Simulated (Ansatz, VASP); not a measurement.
**PdCl: VASP beside Ansatz**

```
Pd Cl
1.0
     2.81317    0.00000    0.00000
     0.00000    2.81317    0.00000
     0.00000    0.00000    2.81317
Pd Cl
1 1
Cartesian
  0.0000 0.0000 0.0000
  1.4066 1.4066 1.4066
```

Change from the starting cell: volume scaled by 0.65, PAW files.

Alike in both runs: task single point; functional PBE; k mesh 15 × 15 × 15; occupations fermi-dirac, width 0.08 eV; no spin polarisation.

```csv
,VASP,Ansatz
version,VASP 6.6.1,Ansatz 0.2.0
potentials or method,"VASP PAW PBE potentials, release 64 (Pd, Cl)","PAW with Ansatz's default frozen-core files, scalar-relativistic"
plane-wave cutoff (eV),520,420
valence electrons in the cell,17,25
```

VASP gave:

```
pressure (GPa) : 102.5
```

Question: Estimate Ansatz's values.

Answer: Pressure (GPa): 102.2.

Both programs put the cell under a high pressure, so it lies far from rest at this level. VASP's potentials hold 17 valence electrons a cell and Ansatz's 25, so a difference there can come from the potentials and not from the codes.

Noted on VASP's run: the cell as given lies far from equilibrium.
